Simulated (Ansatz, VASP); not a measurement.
**CaO in VASP and in Ansatz**

Contents of INCAR:

```
  ALGO = Normal
  EDIFF = 1E-6
  ENCUT = 600
  GGA = PE
  GGA_COMPAT = F
  ISIF = 2
  ISMEAR = 0
  IVDW = 12
  LASPH = T
  LCHARG = T
  LELF = T
  LREAL = F
  LVHAR = T
  LWAVE = F
  NBANDS = 24
  NELM = 120
  PREC = Accurate
  SIGMA = 0.1
```

The input KPOINTS:

```
k-points
0
Gamma
  6 6 4
```

The input POSCAR:

```
CaO
1.0
    3.9919758200      0.0000000000      0.0000000000
   -1.9959879100      3.4571524800      0.0000000000
    0.0000000000      0.0000000000      4.7848400100
Ca O
2 2
Direct
    0.3333333300      0.6666666700      0.7500000000
    0.6666666700      0.3333333300      0.2500000000
    0.3333333300      0.6666666700      0.2500000000
    0.6666666700      0.3333333300      0.7500000000
```

Input for Ansatz:

```yaml
crystal:
  lattice:
    - [3.99197582, 0.0, 0.0]
    - [-1.99598791, 3.45715248, 0.0]
    - [0.0, 0.0, 4.78484001]
  atoms:
    - { symbol: Ca, position: [0.33333333, 0.66666667, 0.75] }
    - { symbol: Ca, position: [0.66666667, 0.33333333, 0.25] }
    - { symbol: O, position: [0.33333333, 0.66666667, 0.25] }
    - { symbol: O, position: [0.66666667, 0.33333333, 0.75] }
basis:
  ecutwfc: 420
kpoints:
  mp_grid: { grid: [6, 6, 4] }
hamiltonian:
  xc: pbe
  dispersion: d3bj
  pseudopotentials: { kind: paw, azcp: { folder: soft_1 } }
scf:
  occupations: { method: gaussian, width: 0.1 }
output:
  forces: true
  stress: true
  eigenvalues: true
```

Alike in both runs: task single point; functional PBE; dispersion D3(BJ); k mesh 6 × 6 × 4; occupations gaussian, width 0.1 eV; no spin polarisation.

|  | VASP | Ansatz |
| --- | --- | --- |
| version | VASP 6.6.1 | Ansatz 0.2.0 |
| potentials or method | VASP PAW PBE potentials, release 64 (Ca_sv, O), cutoff 600 eV | scalar-relativistic, plane waves, PAW |
| valence electrons in the cell | 32 | 32 |

```tsv
	VASP	Ansatz	Ansatz less VASP
gap on the k mesh at the Fermi level (eV)	3.16	3.18	+0.013
least direct gap on the mesh (eV)	3.16	3.18	+0.013
pressure (GPa)	-0.9	-1.3	-0.41
traceless stress, the component that is largest in VASP (GPa)	0.27	0.25	-0.019
```
